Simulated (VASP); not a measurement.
A run of VASP 6.6.1 is set up as follows.

File INCAR:

```
SYSTEM = InSb
PREC = Accurate
ENCUT = 520
EDIFF = 1E-7
ISMEAR = 0
SIGMA = 0.15
LREAL = .False.
LASPH = .True.
NELM = 100
ALGO = Normal
ISIF = 2
LWAVE = .False.
LCHARG = .False.
GGA = PE
NBANDS = 16
```

The input KPOINTS:

```
regular mesh
0
Gamma
  14 14 14
  0 0 0
```

File POSCAR:

```
InSb
1.0
    0.0000000000      2.9678588254      3.8582164731
    2.9678588254      0.0000000000      3.8582164731
    2.9678588254      2.9678588254      0.0000000000
In Sb
1 1
Direct
    0.0000000000      0.0000000000      0.0000000000
    0.7500000000      0.7500000000      0.7500000000
```

Potentials or basis: VASP PAW PBE potentials, release 64 (In_d, Sb).

The run is started by

```bash
$ cat potpaw_PBE.64/In_d/POTCAR potpaw_PBE.64/Sb/POTCAR > POTCAR
$ mpirun -np 1 vasp_std > vasp.out
```

**Question.** Predict the band gap on the k mesh.

**Answer.** Zero (bands 9 and 10 overlap by 0.49 eV).

**Question.** Predict the pressure.

**Answer.** 2.5 GPa.

Stress tensor (GPa, compression positive):
```
 5.40  0.00  0.00
 0.00  5.40  0.00
 0.00  0.00 -3.18
```

Caveat: semilocal functionals underestimate gaps, so a narrow gap can read as zero; spin-orbit coupling is left out, which moves the levels of the heavy elements.
